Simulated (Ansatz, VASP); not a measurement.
One calculation of PtSe2, two programs

```
CELL_PARAMETERS angstrom
3.75936 0.00000 0.00000
-1.87968 3.25570 0.00000
0.00000 0.00000 4.86856
ATOMIC_POSITIONS crystal
Pt 0.00000 0.00000 0.00000
Se 0.66667 0.33333 0.73937
Se 0.33333 0.66667 0.26063
```

Alike in both runs: functional PBEsol; k mesh 12 × 12 × 10; occupations gaussian, width 0.1 eV; no spin polarisation.

Ansatz relaxed the structure, and its values are those at the end. VASP's run is a single point on that final structure, the one shown.

|  | VASP | Ansatz |
| --- | --- | --- |
| version | VASP 6.6.1 | Ansatz 0.2.0 |
| potentials or method | VASP PAW PBE potentials, release 64 (Pt, Se), cutoff 520 eV | scalar-relativistic, plane waves, PAW |
| valence electrons in the cell | 22 | 50 |

|  | VASP | Ansatz | Ansatz less VASP |
| --- | --- | --- | --- |
| gap on the k mesh at the Fermi level (eV) | none | none | - |
| pressure (GPa) | 0.1 | 0.0 | -0.08 |
| rms of the force components (eV/Å) | 0.007 | 0.000 | -0.0068 |

VASP's potentials were made for PBE, not for PBEsol. A gap of «none» marks a metal or a gap that the smearing closes. The functional is the same, so the differences come from potentials, cutoffs and numerics. VASP's potentials hold 22 valence electrons a cell and Ansatz's 50, so a difference there can come from the potentials and not from the codes.

Neither program's run includes spin-orbit coupling.
